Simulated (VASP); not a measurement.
# Hf4Br (Im-3m) in VASP: density of states with PBE

Aim: the density of states of Hf4Br with PBE.

Program: VASP 6.6.1. These are calculated values, not measurements. Logs are shortened: lines on timing, memory, paths and dates and some standing lists are left out, and cuts for length are marked.

## 1. The cell of the first run

It takes space group Im-3m (No. 229, cubic). Conventional cell: a = 6.234 Å, b = 6.234 Å, c = 6.234 Å, α = 90.00°, β = 90.00°, γ = 90.00°. Hf (site symmetry -3m) has 2 Br at 2.70 Å and 6 Hf at 3.12 Å within 3.6 Å. Within 3.6 Å of Br (site symmetry m-3m) lie 8 Hf at 2.70 Å.

## 2. Density of states, PBE

Contents of POSCAR:

```
Hf4Br
1.0
   -3.1170771701      3.1170771701      3.1170771701
    3.1170771701     -3.1170771701      3.1170771701
    3.1170771701      3.1170771701     -3.1170771701
Hf Br
4 1
Direct
    0.0000000000      0.0000000000      0.5000000000
    0.5000000000      0.0000000000      0.0000000000
    0.0000000000      0.5000000000      0.0000000000
    0.5000000000      0.5000000000      0.5000000000
    0.0000000000      0.0000000000      0.0000000000
```

Contents of INCAR.step1:

```
SYSTEM = Hf4Br
PREC = Accurate ; ENCUT = 520
EDIFF = 1E-7 ; ISMEAR = 0
SIGMA = 0.1 ; LREAL = .FALSE.
LASPH = .TRUE. ; NELM = 80
ALGO = Normal ; ISIF = 2
LWAVE = .FALSE. ; LCHARG = .TRUE.
LMAXMIX = 4 ; GGA = PE
NBANDS = 32
```

Contents of KPOINTS.step1:

```
regular mesh
0
G
  8 8 8
  0 0 0
```

Contents of INCAR.step2:

```
SYSTEM = Hf4Br
PREC = Accurate ; ENCUT = 520
EDIFF = 1E-7 ; ISMEAR = -5
SIGMA = 0.1 ; LREAL = .FALSE.
LASPH = .TRUE. ; NELM = 80
ALGO = Normal ; ISIF = 2
LWAVE = .FALSE. ; LCHARG = .FALSE.
LMAXMIX = 4 ; GGA = PE
LORBIT = 11 ; NEDOS = 2001
ICHARG = 11
```

Contents of KPOINTS.step2:

```
regular mesh
0
G
  12 12 12
  0 0 0
```

Potentials or basis: VASP PAW PBE potentials, release 64 (Hf_pv, Br).

Command:

```bash
cat potpaw_PBE.64/Hf_pv/POTCAR potpaw_PBE.64/Br/POTCAR > POTCAR
cp INCAR.step1 INCAR
cp KPOINTS.step1 KPOINTS
mpirun -np 1 vasp_std > vasp.out
cp INCAR.step2 INCAR
cp KPOINTS.step2 KPOINTS
mpirun -np 1 vasp_std > vasp.out
```

OUTCAR:

```text
SYSTEM = Hf4Br
   PREC = Accurate
   ENCUT = 520
   EDIFF = 1E-7
   ISMEAR = -5
   LREAL = .FALSE.
   LASPH = .TRUE.
   NELM = 80
   ISIF = 2
   GGA = PE
   LORBIT = 11
   ICHARG = 11

 ion  position               nearest neighbor table
   1  0.000  0.000  0.500-   5 2.70   5 2.70   4 3.12   2 3.12   3 3.12   3 3.12   2 3.12   4 3.12

   2  0.500  0.000  0.000-   5 2.70   5 2.70   4 3.12   1 3.12   4 3.12   3 3.12   1 3.12   3 3.12

   3  0.000  0.500  0.000-   5 2.70   5 2.70   4 3.12   1 3.12   2 3.12   1 3.12   4 3.12   2 3.12

   4  0.500  0.500  0.500-   5 2.70   5 2.70   3 3.12   1 3.12   2 3.12   3 3.12   1 3.12   2 3.12

   5  0.000  0.000  0.000-   1 2.70   2 2.70   3 2.70   4 2.70   1 2.70   3 2.70   2 2.70   4 2.70

  LATTYP: Found a body centered cubic cell.
 ALAT       =     6.2341543402

  Lattice vectors:

 A1 = (  -3.1170771701,   3.1170771701,   3.1170771701)
 A2 = (   3.1170771701,  -3.1170771701,   3.1170771701)
 A3 = (   3.1170771701,   3.1170771701,  -3.1170771701)

Analysis of symmetry for initial positions (statically):
=====================================================================
 Subroutine PRICEL returns:
 Original cell was already a primitive cell.

 Routine SETGRP: Setting up the symmetry group for a
 body centered cubic supercell.

 Subroutine GETGRP returns: Found 48 space group operations
[... 9 lines left out ...]

 Routine SETGRP: Setting up the symmetry group for a
 body centered cubic supercell.

 Subroutine GETGRP returns: Found 48 space group operations
[... 11 lines left out ...]
                                     Primitive cell

  volume of cell :     121.1442

  direct lattice vectors                    reciprocal lattice vectors
    -3.117077170  3.117077170  3.117077170     0.000000000  0.160406680  0.160406680
     3.117077170 -3.117077170  3.117077170     0.160406680  0.000000000  0.160406680
     3.117077170  3.117077170 -3.117077170     0.160406680  0.160406680  0.000000000

  length of vectors
     5.398936030  5.398936030  5.398936030     0.226849302  0.226849302  0.226849302

  position of ions in fractional coordinates (direct lattice)
     0.000000000  0.000000000  0.500000000
     0.500000000  0.000000000  0.000000000
     0.000000000  0.500000000  0.000000000
     0.500000000  0.500000000  0.500000000
     0.000000000  0.000000000  0.000000000

  ion indices of the primitive-cell ions
   primitive index   ion index
                 1           1
                 2           2
                 3           3
                 4           4
                 5           5

----------------------------------------------------------------------------------------

 KPOINTS: regular mesh

Automatic generation of k-mesh.
 Grid dimensions read from file:
 generate k-points for:   12   12   12

 Generating k-lattice:

  Cartesian coordinates                     Fractional coordinates (reciprocal lattice)
     0.000000000  0.013367223  0.013367223     0.083333333  0.000000000  0.000000000
     0.013367223  0.000000000  0.013367223     0.000000000  0.083333333  0.000000000
     0.013367223  0.013367223  0.000000000     0.000000000  0.000000000  0.083333333

  Length of vectors
     0.018904109  0.018904109  0.018904109

  Shift w.r.t. Gamma in fractional coordinates (k-lattice)
     0.000000000  0.000000000  0.000000000

 TETIRR: Found   1910 inequivalent tetrahedra from    10368

 Subroutine IBZKPT returns following result:
 ===========================================

 Found     72 irreducible k-points:

 Following reciprocal coordinates:
            Coordinates               Weight
  0.000000  0.000000  0.000000      1.000000
  0.083333  0.000000  0.000000     12.000000
  0.166667  0.000000  0.000000     12.000000
  0.250000  0.000000  0.000000     12.000000
  0.333333  0.000000  0.000000     12.000000
  0.416667  0.000000  0.000000     12.000000
[... 16 lines left out ...]
  0.333333  0.083333  0.083333     24.000000
  0.416667  0.083333  0.083333     12.000000
 [... further k-points ...]
   k-points           NKPTS =     72   k-points in BZ     NKDIM =     72   number of bands    NBANDS=     28
   number of dos      NEDOS =   2001   number of ions     NIONS =      5
   total plane-waves  NPLWV =  64000
   dimension x,y,z NGX =    40 NGY =   40 NGZ =   40
   dimension x,y,z NGXF=    80 NGYF=   80 NGZF=   80
   ions per type =               4   1
   NGX,Y,Z   is equivalent  to a cutoff of  12.32, 12.32, 12.32 a.u.
   NGXF,Y,Z  is equivalent  to a cutoff of  24.63, 24.63, 24.63 a.u.
 SYSTEM =  Hf4Br
   PREC   = accura    normal or accurate (medium, high low for compatibility)
   ISTART =      0    job   : 0-new  1-cont  2-samecut
   ICHARG =     11    charge: 1-file 2-atom 10-const
   ISPIN  =      1    spin polarized calculation?
   LNONCOLLINEAR =      F non collinear calculations
   LSORBIT =      F    spin-orbit coupling
   LASPH  =      T    aspherical Exc in radial PAW
   ENCUT  =  520.0 eV  38.22 Ry    6.18 a.u.  10.04 10.04 10.04*2*pi/ulx,y,z
   NELM   =     80;   NELMIN=  2; NELMDL=  0     # of ELM steps
   EDIFF  = 0.1E-06   stopping-criterion for ELM
   LREAL  =      F    real-space projection
   EDIFFG = 0.1E-05   stopping-criterion for IOM
   NSW    =      0    number of steps for IOM
   IBRION =     -1    ionic relax: 0-MD 1-quasi-New 2-CG
   NFREE  =      0    steps in history (QN), initial steepest desc. (CG)
   ISIF   =      2    stress and relaxation
   ISYM   =      2    0-nonsym 1-usesym 2-fastsym
   POTIM  = 0.5000    time-step for ionic-motion
   TEBEG  =    0.0;   TEEND  =   0.0 temperature during run
   PSTRESS=    0.0 pullay stress
   NELECT =      47.0000    total number of electrons
   NUPDOWN=      -1.0000    fix difference up-down
   EMIN   =  10.00;   EMAX   =-10.00  energy-range for DOS
   EFERMI =   0.00;   METHOD = LEGACY
   ISMEAR =    -5;   SIGMA  =   0.10  broadening in eV -4-tet -1-fermi 0-gaus
   EFERMI_NEDOS =   21; number of points for ismear=-14 and -15
   IALGO  =     38    algorithm
   IMIX   =      4    mixing-type and parameters
     AMIX     =   0.40;   BMIX     =  1.00
     AMIX_MAG =   1.60;   BMIX_MAG =  1.00
  volume/ion in A,a.u.               =      24.23       163.50
  Fermi-wavevector in a.u.,A,eV,Ry     =   1.194006  2.256344 19.397155  1.425651
  Thomas-Fermi vector in A             =   2.330007
   LORBIT       =     11    0 simple, 1 ext, 2 COOP (PROOUT), +10 PAW based schemes
   GGA     = PE    functional components
   LHFCALC =     F    Hartree Fock is set to
   AEXX    =    0.0000 exact exchange contribution
   IVDW    =     0    specifies the selected vdW correction
   LEPSILON=     F    determine dielectric tensor
   LRPA    =     F    only Hartree local field effects (RPA)
 non-spin polarized calculation
 Fermi weights with tetrahedron method with Bloechl corrections
  energy-cutoff  :      520.00
  volume of cell :      121.14
 maximum number of plane-waves:      3319

 number of electron      47.0000011 magnetization

 Free energy of the ion-electron system (eV)
  ---------------------------------------------------
  ext. energy  EPLUGINS =         0.00000000
  ---------------------------------------------------
  free energy    TOTEN  =       -37.44510544 eV

  energy without entropy =      -37.44510544  energy(sigma->0) =      -37.44510544

 E-fermi :   4.6778     XC(G=0): -10.5873

 val. band max:        4.7432973903   @ k =   0.3333   0.3333   0.0000
 cond. band min:       4.6516429622   @ k =  -0.4167  -0.4167   0.0833
 fundamental gap:     -0.0916544281
 Fermi energy:         4.6777758563

 k-point     1 :       0.0000    0.0000    0.0000
  band No.  band energies     occupation
      1     -26.6699      2.00000
      2     -26.6699      2.00000
      3     -26.6699      2.00000
      4     -26.3792      2.00000
      5     -26.3792      2.00000
      6     -26.3792      2.00000
[... 20 lines left out ...]
     27       6.4106      0.00000
     28       6.4106      0.00000

 k-point     2 :       0.0833    0.0000    0.0000
  band No.  band energies     occupation
      1     -26.6692      2.00000
      2     -26.6670      2.00000
      3     -26.6604      2.00000
      4     -26.3760      2.00000
      5     -26.3756      2.00000
      6     -26.3705      2.00000
[... 20 lines left out ...]
     27       6.4067      0.00000
     28       6.4919      0.00000

 k-point     3 :       0.1667    0.0000    0.0000
  band No.  band energies     occupation
      1     -26.6673      2.00000
      2     -26.6591      2.00000
      3     -26.6328      2.00000
      4     -26.3664      2.00000
      5     -26.3647      2.00000
      6     -26.3449      2.00000
[... 20 lines left out ...]
     27       6.6004      0.00000
     28       6.8161      0.00000

 k-point     4 :       0.2500    0.0000    0.0000
  band No.  band energies     occupation
      1     -26.6648      2.00000
      2     -26.6485      2.00000
      3     -26.5891      2.00000
      4     -26.3499      2.00000
      5     -26.3460      2.00000
      6     -26.3042      2.00000
[... 20 lines left out ...]
     27       6.2958      0.00000
     28       6.6247      0.00000

 k-point     5 :       0.3333    0.0000    0.0000
  band No.  band energies     occupation
      1     -26.6625      2.00000
      2     -26.6382      2.00000
      3     -26.5328      2.00000
      4     -26.3269      2.00000
      5     -26.3199      2.00000
      6     -26.2751      2.00000
[... 20 lines left out ...]
     27       5.7679      0.00000
     28       6.5407      0.00000

 k-point     6 :       0.4167    0.0000    0.0000
  band No.  band energies     occupation
      1     -26.6609      2.00000
      2     -26.6310      2.00000
      3     -26.4686      2.00000
      4     -26.3335      2.00000
      5     -26.3010      2.00000
      6     -26.2905      2.00000
[... 463 lines left out ...]
      5     -26.3309      2.00000
      6     -26.3081      2.00000
[... 20 lines left out ...]
     27       6.3161      0.00000
     28       6.5770      0.00000

 k-point    22 :       0.2500    0.0833    0.0833
  band No.  band energies     occupation
      1     -26.6418      2.00000
      2     -26.6166      2.00000
      3     -26.5425      2.00000
      4     -26.3123      2.00000
      5     -26.3061      2.00000
      6     -26.2863      2.00000
[... 20 lines left out ...]
     27       5.8671      0.00000
     28       6.4382      0.00000

 k-point    23 :       0.3333    0.0833    0.0833
  band No.  band energies     occupation
      1     -26.6391      2.00000
      2     -26.6083      2.00000
      3     -26.4783      2.00000
      4     -26.3439      2.00000
      5     -26.2868      2.00000
      6     -26.2775      2.00000
[... 20 lines left out ...]
     27       5.7809      0.00000
     28       6.0192      0.00000

 k-point    24 :       0.4167    0.0833    0.0833
  band No.  band energies     occupation
      1     -26.6381      2.00000
      2     -26.6053      2.00000
      3     -26.4205      2.00000
      4     -26.3995      2.00000
      5     -26.2721      2.00000
      6     -26.2609      2.00000
[... 20 lines left out ...]
     27       5.6817      0.00000
     28       5.9049      0.00000

 [... further k-points ...]

------------------------ aborting loop because EDIFF is reached ----------------------------------------

  FORCE on cell =-STRESS in cart. coord.  units (eV):
  Direction    XX          YY          ZZ          XY          YZ          ZX
  --------------------------------------------------------------------------------------
  -------------------------------------------------------------------------------------
  Total       -0.3014136     -0.3014136     -0.3014136      0.0000000     -0.0000000      0.0000000
  in kB       -3.9863073     -3.9863073     -3.9863073      0.0000000     -0.0000000      0.0000000
  external PRESSURE =      -3.9863073 kB  Pullay stress =       0.0000000 kB

 VOLUME and BASIS-vectors are now :
 -----------------------------------------------------------------------------
  energy-cutoff  :      520.00
  volume of cell :      121.14
      direct lattice vectors                 reciprocal lattice vectors
    -3.117077170  3.117077170  3.117077170     0.000000000  0.160406680  0.160406680
     3.117077170 -3.117077170  3.117077170     0.160406680  0.000000000  0.160406680
     3.117077170  3.117077170 -3.117077170     0.160406680  0.160406680  0.000000000

 POSITION                                       TOTAL-FORCE (eV/Angst)
 -----------------------------------------------------------------------------------
      1.55854      1.55854     -1.55854        -0.000000     -0.000000     -0.000000
     -1.55854      1.55854      1.55854        -0.000000     -0.000000     -0.000000
      1.55854     -1.55854      1.55854         0.000000      0.000000      0.000000
      1.55854      1.55854      1.55854         0.000000      0.000000      0.000000
      0.00000      0.00000      0.00000        -0.000000     -0.000000     -0.000000
 -----------------------------------------------------------------------------------
    total drift:                                0.000000     -0.000000      0.000000

  FREE ENERGIE OF THE ION-ELECTRON SYSTEM (eV)
  ---------------------------------------------------
  free  energy   TOTEN  =       -37.4451054365 eV

  energy  without entropy=      -37.4451054365  energy(sigma->0) =      -37.44510544

 total charge

# of ion       s       p       d       tot
------------------------------------------
    1        0.385   6.258   1.609   8.251
    2        0.385   6.258   1.609   8.251
    3        0.385   6.258   1.609   8.251
    4        0.385   6.258   1.609   8.251
    5        1.596   3.196   0.242   5.034
--------------------------------------------------
tot          3.136  28.227   6.677  38.040
```

Run time: 2.5 min. Hardware: 1 thread of Intel Xeon 6975P-C (Granite Rapids), shared host; peak memory 0.38 GiB.

Results:

| Item | Value |
| --- | --- |
| Valence electrons inside the program's atomic spheres | Hf 8.25; Br 5.03 |

Levels at points of the mesh, in eV from the Fermi level:
```
           k point  band 21  band 22  band 23  band 24  band 25  band 26  band 27  band 28
(0.00, 0.00, 0.00)    -1.86    -1.86    -1.51    -1.51     1.64     1.73     1.73     1.73
(0.50, 0.00, 0.00)    -0.83    -0.70    -0.54     0.52     0.81     0.83     1.05     1.30
(0.50, 0.50, 0.50)    -0.87    -0.87    -0.83    -0.83     0.73     0.73     0.73     2.37
```

Caveat: spin-orbit coupling is left out, which moves the levels of the heavy elements; an odd number of electrons without spin polarisation forces a metal; a magnetic or distorted state may lie lower; tetrahedron occupations give inexact forces and stress in metals.
